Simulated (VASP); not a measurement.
Write the native input for VASP 6.6.1 that does the following.

* Task: single point
* Functional: LDA
* Potentials or basis: VASP PAW LDA potentials, release 64 (Li_sv, F)
* Cutoff: 520 eV
* k mesh: 10 × 10 × 10
* Occupations: fermi-dirac, width 0.03 eV
* Spin: no spin polarisation
* Dipole correction: no
* Further INCAR settings: ALGO = Normal; EDIFF = 1e-06; NBANDS = 12

The structure of LiF lies in POSCAR:

```
LiF
1.0
    0.0000000000      2.0140000000      2.0542800000
    2.0140000000      0.0000000000      2.0542800000
    2.0140000000      2.0140000000      0.0000000000
Li F
1 1
Direct
    0.0000000000      0.0000000000      0.0000000000
    0.5000000000      0.5000000000      0.5000000000
```

This cell differs from its parent crystal: zz strain of +2 %.

One way to write it, as run:

INCAR

```
SYSTEM = LiF
PREC = Accurate ; ENCUT = 520
EDIFF = 1E-6 ; ISMEAR = -1
SIGMA = 0.03 ; LREAL = .FALSE.
LASPH = .TRUE. ; NELM = 60
ALGO = Normal ; ISIF = 2
LWAVE = .FALSE. ; LCHARG = .FALSE.
GGA = CA ; NBANDS = 12
```

KPOINTS

```
Automatic mesh
0
G
  10 10 10
  0 0 0
```

Potentials or basis: VASP PAW LDA potentials, release 64 (Li_sv, F).

Command:

```bash
$ cat potpaw_LDA.64/Li_sv/POTCAR potpaw_LDA.64/F/POTCAR > POTCAR
$ mpirun -np 1 vasp_std > vasp.out
```

Results of the run:

The band gap on the k mesh is 8.63 eV, direct.

Caveat: the cell differs from its parent crystal (zz strain of +2 %).

Wall time 5.4 s on 1 thread of Intel(R) Xeon(R) 6975P-C (Granite Rapids), with other jobs on the host, peak memory 0.13 GiB.
